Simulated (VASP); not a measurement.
# ZrRh3 (Pm-3m) in VASP: notebook

ZrRh3 is run at these levels: LDA; tasks: single point.

All numbers are computed with VASP 6.6.1; they aren't measurements. Logs are shortened: lines on timing, memory, paths and dates and some standing lists are left out, and cuts for length are marked.

## 1. The cell of the first run

The structure is cubic, space group Pm-3m (No. 221). Conventional cell: a = 3.841 Å, b = 3.841 Å, c = 3.841 Å, α = 90.00°, β = 90.00°, γ = 90.00°. Within 3.6 Å of Zr (site symmetry m-3m) lie 12 Rh at 2.72 Å. Rh (site symmetry 4/mmm) has 4 Zr at 2.72 Å and 8 Rh at 2.72 Å within 3.6 Å.

## 2. Single point, LDA

Contents of INCAR:

```
SYSTEM = ZrRh3
ALGO     = Fast           ! electronic algorithm
EDIFF    = 1E-6           ! SCF threshold, eV
ENCUT    = 520            ! plane-wave cutoff, eV
ISIF     = 2              ! what is computed and relaxed
ISMEAR   = -1             ! smearing method
LASPH    = .TRUE.         ! aspherical terms in the spheres
LCHARG   = .TRUE.         ! write CHGCAR
LELF     = .TRUE.         ! ELF
LREAL    = .FALSE.        ! projectors in reciprocal space
LVHAR    = .TRUE.       
LWAVE    = .FALSE.        ! write WAVECAR
NBANDS   = 36             ! bands
NELM     = 100            ! most SCF steps
PREC     = Accurate       ! precision mode
SIGMA    = 0.15           ! smearing width, eV
```

Contents of KPOINTS:

```
k-points
0
G
  12 12 12
  0 0 0
```

Contents of POSCAR:

```
ZrRh3
1.0
    3.8406906916      0.0000000000      0.0000000000
    0.0000000000      3.8406906916      0.0000000000
    0.0000000000      0.0000000000      3.8406906916
Zr Rh
1 3
Direct
    0.0000000000      0.0000000000      0.0000000000
    0.0000000000      0.5000000000      0.5000000000
    0.5000000000      0.0000000000      0.5000000000
    0.5000000000      0.5000000000      0.0000000000
```

Potentials or basis: VASP PAW LDA potentials, release 64 (Zr_sv, Rh_pv).

Started as:

```
cat potpaw_LDA.64/Zr_sv/POTCAR potpaw_LDA.64/Rh_pv/POTCAR > POTCAR
mpirun -np 1 vasp_std > vasp.out
```

OUTCAR:

```text
SYSTEM = ZrRh3
   EDIFF = 1E-6
   ENCUT = 520
   ISIF = 2
   ISMEAR = -1
   LASPH = .TRUE.
   LREAL = .FALSE.
   NELM = 100
   PREC = Accurate

 ion  position               nearest neighbor table
   1  0.000  0.000  0.000-   2 2.72   3 2.72   4 2.72   2 2.72   3 2.72   2 2.72   4 2.72   2 2.72
                             3 2.72   4 2.72   3 2.72   4 2.72
   2  0.000  0.500  0.500-   1 2.72   3 2.72   4 2.72   1 2.72   4 2.72   1 2.72   3 2.72   1 2.72
                             3 2.72   4 2.72   4 2.72   3 2.72
   3  0.500  0.000  0.500-   1 2.72   2 2.72   4 2.72   1 2.72   4 2.72   2 2.72   4 2.72   4 2.72
                             1 2.72   2 2.72   1 2.72   2 2.72
   4  0.500  0.500  0.000-   1 2.72   2 2.72   3 2.72   2 2.72   3 2.72   1 2.72   3 2.72   3 2.72
                             1 2.72   2 2.72   2 2.72   1 2.72

  LATTYP: Found a simple cubic cell.
 ALAT       =     3.8406906916

  Lattice vectors:

 A1 = (   3.8406906916,   0.0000000000,   0.0000000000)
 A2 = (   0.0000000000,   3.8406906916,   0.0000000000)
 A3 = (   0.0000000000,   0.0000000000,   3.8406906916)

Analysis of symmetry for initial positions (statically):
=====================================================================
 Subroutine PRICEL returns:
 Original cell was already a primitive cell.

 Routine SETGRP: Setting up the symmetry group for a
 simple cubic supercell.

 Subroutine GETGRP returns: Found 48 space group operations
 (whereof 48 operations were pure point group operations)
 out of a pool of 48 trial point group operations.

The static configuration has the point symmetry O_h .

Analysis of symmetry for dynamics (positions and initial velocities):
=====================================================================
 Subroutine PRICEL returns:
 Original cell was already a primitive cell.

 Routine SETGRP: Setting up the symmetry group for a
 simple cubic supercell.

 Subroutine GETGRP returns: Found 48 space group operations
 (whereof 48 operations were pure point group operations)
 out of a pool of 48 trial point group operations.

The dynamic configuration has the point symmetry O_h .

 Subroutine INISYM returns: Found 48 space group operations
 (whereof 48 operations are pure point group operations),
 and found     1 'primitive' translations

----------------------------------------------------------------------------------------

                                     Primitive cell

  volume of cell :      56.6537

  direct lattice vectors                    reciprocal lattice vectors
     3.840690692  0.000000000  0.000000000     0.260369835  0.000000000  0.000000000
     0.000000000  3.840690692  0.000000000     0.000000000  0.260369835  0.000000000
     0.000000000  0.000000000  3.840690692     0.000000000  0.000000000  0.260369835

  length of vectors
     3.840690692  3.840690692  3.840690692     0.260369835  0.260369835  0.260369835

  position of ions in fractional coordinates (direct lattice)
     0.000000000  0.000000000  0.000000000
     0.000000000  0.500000000  0.500000000
     0.500000000  0.000000000  0.500000000
     0.500000000  0.500000000  0.000000000

  ion indices of the primitive-cell ions
   primitive index   ion index
                 1           1
                 2           2
                 3           3
                 4           4

----------------------------------------------------------------------------------------

 KPOINTS: k-points

Automatic generation of k-mesh.
 Grid dimensions read from file:
 generate k-points for:   12   12   12

 Generating k-lattice:

  Cartesian coordinates                     Fractional coordinates (reciprocal lattice)
     0.021697486  0.000000000  0.000000000     0.083333333  0.000000000  0.000000000
     0.000000000  0.021697486  0.000000000     0.000000000  0.083333333  0.000000000
     0.000000000  0.000000000  0.021697486     0.000000000  0.000000000  0.083333333

  Length of vectors
     0.021697486  0.021697486  0.021697486

  Shift w.r.t. Gamma in fractional coordinates (k-lattice)
     0.000000000  0.000000000  0.000000000

 Subroutine IBZKPT returns following result:
 ===========================================

 Found     84 irreducible k-points:

 Following reciprocal coordinates:
            Coordinates               Weight
  0.000000  0.000000  0.000000      1.000000
  0.083333  0.000000  0.000000      6.000000
  0.166667  0.000000  0.000000      6.000000
  0.250000  0.000000  0.000000      6.000000
  0.333333  0.000000  0.000000      6.000000
  0.416667  0.000000  0.000000      6.000000
[... 16 lines left out ...]
  0.333333  0.333333  0.000000     12.000000
  0.416667  0.333333  0.000000     24.000000
 [... further k-points ...]
   k-points           NKPTS =     84   k-points in BZ     NKDIM =     84   number of bands    NBANDS=     36
   number of dos      NEDOS =    301   number of ions     NIONS =      4
   total plane-waves  NPLWV =  27000
   dimension x,y,z NGX =    30 NGY =   30 NGZ =   30
   dimension x,y,z NGXF=    60 NGYF=   60 NGZF=   60
   ions per type =               1   3
   NGX,Y,Z   is equivalent  to a cutoff of  12.99, 12.99, 12.99 a.u.
   NGXF,Y,Z  is equivalent  to a cutoff of  25.97, 25.97, 25.97 a.u.
 SYSTEM =  ZrRh3
   PREC   = accura    normal or accurate (medium, high low for compatibility)
   ISTART =      0    job   : 0-new  1-cont  2-samecut
   ICHARG =      2    charge: 1-file 2-atom 10-const
   ISPIN  =      1    spin polarized calculation?
   LNONCOLLINEAR =      F non collinear calculations
   LSORBIT =      F    spin-orbit coupling
   LASPH  =      T    aspherical Exc in radial PAW
   ENCUT  =  520.0 eV  38.22 Ry    6.18 a.u.   7.14  7.14  7.14*2*pi/ulx,y,z
   NELM   =    100;   NELMIN=  2; NELMDL= -5     # of ELM steps
   EDIFF  = 0.1E-05   stopping-criterion for ELM
   LREAL  =      F    real-space projection
   EDIFFG = 0.1E-04   stopping-criterion for IOM
   NSW    =      0    number of steps for IOM
   IBRION =     -1    ionic relax: 0-MD 1-quasi-New 2-CG
   NFREE  =      0    steps in history (QN), initial steepest desc. (CG)
   ISIF   =      2    stress and relaxation
   ISYM   =      2    0-nonsym 1-usesym 2-fastsym
   POTIM  = 0.5000    time-step for ionic-motion
   TEBEG  =    0.0;   TEEND  =   0.0 temperature during run
   PSTRESS=    0.0 pullay stress
   NELECT =      57.0000    total number of electrons
   NUPDOWN=      -1.0000    fix difference up-down
   EMIN   =  10.00;   EMAX   =-10.00  energy-range for DOS
   EFERMI =   0.00;   METHOD = LEGACY
   ISMEAR =    -1;   SIGMA  =   0.15  broadening in eV -4-tet -1-fermi 0-gaus
   EFERMI_NEDOS =   21; number of points for ismear=-14 and -15
   IALGO  =     68    algorithm
   IMIX   =      4    mixing-type and parameters
     AMIX     =   0.40;   BMIX     =  1.00
     AMIX_MAG =   1.60;   BMIX_MAG =  1.00
  volume/ion in A,a.u.               =      14.16        95.58
  Fermi-wavevector in a.u.,A,eV,Ry     =   1.640428  3.099959 36.613323  2.691003
  Thomas-Fermi vector in A             =   2.731068
   LORBIT       =      0    0 simple, 1 ext, 2 COOP (PROOUT), +10 PAW based schemes
   GGA     = CA    functional components
   LHFCALC =     F    Hartree Fock is set to
   AEXX    =    0.0000 exact exchange contribution
   IVDW    =     0    specifies the selected vdW correction
   LEPSILON=     F    determine dielectric tensor
   LRPA    =     F    only Hartree local field effects (RPA)
 non-spin polarized calculation
 RMM-DIIS sequential band-by-band and
  energy-cutoff  :      520.00
  volume of cell :       56.65
 maximum number of plane-waves:      1568
 NGX is ok and might be reduce to    30
   NGX = 15   NGY = 15   NGZ = 15

 number of electron      57.0000030 magnetization

 Free energy of the ion-electron system (eV)
  ---------------------------------------------------
  ext. energy  EPLUGINS =         0.00000000
  ---------------------------------------------------
  free energy    TOTEN  =       -38.26161992 eV

  energy without entropy =      -38.01971839  energy(sigma->0) =      -38.14066915

 E-fermi :  12.1955     XC(G=0): -14.0589

 val. band max:       12.1884110808   @ k =   0.3333   0.3333   0.0833
 cond. band min:      12.1965542771   @ k =   0.4167   0.4167   0.1667
 fundamental gap:      0.0081431963
 Fermi energy:        12.1954723148

 k-point     1 :       0.0000    0.0000    0.0000
  band No.  band energies     occupation
      1     -35.7647      2.00000
      2     -34.1045      2.00000
      3     -34.1045      2.00000
      4     -34.1045      2.00000
      5     -33.8406      2.00000
      6     -33.8406      2.00000
[... 28 lines left out ...]
     35      17.9424      0.00000
     36      17.9424      0.00000

 k-point     2 :       0.0833    0.0000    0.0000
  band No.  band energies     occupation
      1     -35.7679      2.00000
      2     -34.0998      2.00000
      3     -34.0998      2.00000
      4     -34.0944      2.00000
      5     -33.8420      2.00000
      6     -33.8420      2.00000
[... 28 lines left out ...]
     35      17.9249      0.00000
     36      18.2110      0.00000

 k-point     3 :       0.1667    0.0000    0.0000
  band No.  band energies     occupation
      1     -35.7766      2.00000
      2     -34.0865      2.00000
      3     -34.0865      2.00000
      4     -34.0656      2.00000
      5     -33.8463      2.00000
      6     -33.8463      2.00000
[... 28 lines left out ...]
     35      17.8785      0.00000
     36      18.9471      0.00000
[... 742 lines left out ...]
 k-point    23 :       0.3333    0.3333    0.0000
  band No.  band energies     occupation
      1     -35.8081      2.00000
      2     -34.0359      2.00000
      3     -33.9743      2.00000
      4     -33.9700      2.00000
      5     -33.9214      2.00000
      6     -33.8703      2.00000
[... 28 lines left out ...]
     35      16.6113      0.00000
     36      19.1761      0.00000

 k-point    24 :       0.4167    0.3333    0.0000
  band No.  band energies     occupation
      1     -35.8101      2.00000
      2     -34.0266      2.00000
      3     -33.9914      2.00000
      4     -33.9482      2.00000
      5     -33.9019      2.00000
      6     -33.8762      2.00000
[... 28 lines left out ...]
     35      16.2160      0.00000
     36      19.3399      0.00000

 [... further k-points ...]

------------------------ aborting loop because EDIFF is reached ----------------------------------------

  FORCE on cell =-STRESS in cart. coord.  units (eV):
  Direction    XX          YY          ZZ          XY          YZ          ZX
  --------------------------------------------------------------------------------------
  -------------------------------------------------------------------------------------
  Total        3.1341900      3.1341900      3.1341900      0.0000000     -0.0000000      0.0000000
  in kB       88.6355420     88.6355420     88.6355420      0.0000000     -0.0000000      0.0000000
  external PRESSURE =      88.6355420 kB  Pullay stress =       0.0000000 kB

 VOLUME and BASIS-vectors are now :
 -----------------------------------------------------------------------------
  energy-cutoff  :      520.00
  volume of cell :       56.65
      direct lattice vectors                 reciprocal lattice vectors
     3.840690692  0.000000000  0.000000000     0.260369835  0.000000000  0.000000000
     0.000000000  3.840690692  0.000000000     0.000000000  0.260369835  0.000000000
     0.000000000  0.000000000  3.840690692     0.000000000  0.000000000  0.260369835

 POSITION                                       TOTAL-FORCE (eV/Angst)
 -----------------------------------------------------------------------------------
      0.00000      0.00000      0.00000         0.000000      0.000000      0.000000
      0.00000      1.92035      1.92035         0.000000      0.000000      0.000000
      1.92035      0.00000      1.92035         0.000000      0.000000      0.000000
      1.92035      1.92035      0.00000         0.000000      0.000000      0.000000
 -----------------------------------------------------------------------------------
    total drift:                                0.000000      0.000000     -0.000000

  FREE ENERGIE OF THE ION-ELECTRON SYSTEM (eV)
  ---------------------------------------------------
  free  energy   TOTEN  =       -38.2616199165 eV

  energy  without entropy=      -38.0197183903  energy(sigma->0) =      -38.14066915
```

Wall time 2.9 min (1 thread of Oxide Virtual Turin-like, shared host); peak memory 0.22 GiB.

What came out:

* Free energy: -38.2616 eV
* Pressure: 8.9 GPa
* Band gap on the k mesh: zero (an odd number of electrons rules out a gap without spin polarisation)

Caveat: the cell stands under pressure.

## 3. Single point, LDA (14.30 Å³/atom)

This run uses another cell than the first one, of 14.30 Å³/atom.

Contents of INCAR:

```
SYSTEM = ZrRh3
PREC = Accurate
ENCUT = 520
EDIFF = 1E-6
ISMEAR = -1
SIGMA = 0.15
LREAL = .FALSE.
LASPH = .TRUE.
NELM = 100
ALGO = Fast
ISIF = 2
LWAVE = .FALSE.
LCHARG = .FALSE.
NBANDS = 36
```

Contents of KPOINTS:

```
regular mesh
0
G
  12 12 12
  0 0 0
```

Contents of POSCAR:

```
ZrRh3
1.0
    3.8526792157      0.0000000000      0.0000000000
    0.0000000000      3.8526792157      0.0000000000
    0.0000000000      0.0000000000      3.8526792157
Zr Rh
1 3
Direct
    0.0000000000      0.0000000000      0.0000000000
    0.0000000000      0.5000000000      0.5000000000
    0.5000000000      0.0000000000      0.5000000000
    0.5000000000      0.5000000000      0.0000000000
```

Potentials or basis: VASP PAW LDA potentials, release 64 (Zr_sv, Rh_pv).

Started as:

```
cat potpaw_LDA.64/Zr_sv/POTCAR potpaw_LDA.64/Rh_pv/POTCAR > POTCAR
mpirun -np 1 vasp_std > vasp.out
```

Wall time 3 min (1 thread of Oxide Virtual Turin-like, shared host); peak memory 0.22 GiB.

It converged, with:

| Quantity | Value |
| --- | --- |
| Free energy | -38.2868 eV |
| Pressure | 6.2 GPa |
| Band gap on the k mesh | zero (an odd number of electrons rules out a gap without spin polarisation) |

Levels at points of the mesh, in eV from the Fermi level:
| k point | band 26 | band 27 | band 28 | band 29 | band 30 | band 31 | band 32 | band 33 |
| --- | --- | --- | --- | --- | --- | --- | --- | --- |
| (0.00, 0.00, 0.00) | 0.67 | 1.18 | 1.18 | 1.18 | 4.00 | 4.00 | 4.00 | 4.04 |
| (0.50, 0.00, 0.00) | -1.21 | -1.21 | -1.14 | -0.02 | 1.19 | 1.66 | 1.66 | 2.94 |
| (0.50, 0.50, 0.00) | -1.57 | -1.57 | -1.49 | -1.02 | -0.84 | 2.39 | 2.39 | 3.01 |
| (0.50, 0.50, 0.50) | 0.75 | 0.75 | 0.75 | 0.78 | 1.88 | 1.88 | 1.88 | 3.50 |

Caveat: the cell stands under pressure.

## 4. Single point, LDA

This run uses another cell than the first one, of 14.56 Å³/atom.

Contents of INCAR:

```
PREC = Accurate
ENCUT = 520
EDIFF = 1E-7
ISMEAR = 0
SIGMA = 0.1
LREAL = False
LASPH = True
NELM = 80
ALGO = Fast
ISIF = 2
LWAVE = False
LCHARG = False
GGA = CA
NBANDS = 36
```

Contents of KPOINTS:

```
Automatic mesh
0
Gamma
  12 12 12
```

Contents of POSCAR:

```
ZrRh3
1.0
    3.8761487665      0.0000000000      0.0000000000
    0.0000000000      3.8761487665      0.0000000000
    0.0000000000      0.0000000000      3.8761487665
Zr Rh
1 3
Direct
    0.0000000000      0.0000000000      0.0000000000
    0.0000000000      0.5000000000      0.5000000000
    0.5000000000      0.0000000000      0.5000000000
    0.5000000000      0.5000000000      0.0000000000
```

Started as:

```
cat potpaw_LDA.64/Zr_sv/POTCAR potpaw_LDA.64/Rh_pv/POTCAR > POTCAR
mpirun -np 1 vasp_std > vasp.out
```

It took 3.6 min on 1 thread of Oxide Virtual Turin-like, shared host; peak memory 0.22 GiB.

It converged, with:

* Free energy: -38.1920 eV
* Pressure: 0.7 GPa
* Band gap on the k mesh: zero (an odd number of electrons rules out a gap without spin polarisation)

Levels at points of the mesh, in eV from the Fermi level:
| k point | band 26 | band 27 | band 28 | band 29 | band 30 | band 31 |
| --- | --- | --- | --- | --- | --- | --- |
| (0.00, 0.00, 0.00) | 0.68 | 1.18 | 1.18 | 1.18 | 3.97 | 3.97 |
| (0.50, 0.00, 0.00) | -1.14 | -1.14 | -1.07 | 0.02 | 1.19 | 1.69 |
| (0.50, 0.50, 0.00) | -1.48 | -1.48 | -1.41 | -0.96 | -0.78 | 2.40 |
| (0.50, 0.50, 0.50) | 0.76 | 0.76 | 0.76 | 0.83 | 1.87 | 1.87 |

## 5. The runs side by side

| cell | smearing | further INCAR settings | gap on the mesh (eV) | pressure (GPa) |
| --- | --- | --- | --- | --- |
| a = 3.841 Å, 4 atoms | fermi-dirac 0.15 eV | ALGO = Fast; EDIFF = 1e-06; NBANDS = 36 | none | 8.9 |
| a = 3.853 Å, 4 atoms | fermi-dirac 0.15 eV | ALGO = Fast; EDIFF = 1e-06; NBANDS = 36 | none | 6.2 |
| a = 3.876 Å, 4 atoms | gaussian 0.1 eV | ALGO = Fast; EDIFF = 1e-07; NBANDS = 36 | none | 0.7 |

Alike in all rows: task single point; level LDA; potentials or basis VASP PAW LDA potentials, release 64 (Zr_sv, Rh_pv); no spin polarisation; k mesh 12 × 12 × 12; cutoff (eV) 520.

Caveats: the cell stands under pressure (at least some runs).

Total energies depend on the potentials used, so only differences within one code and one set of settings carry meaning.
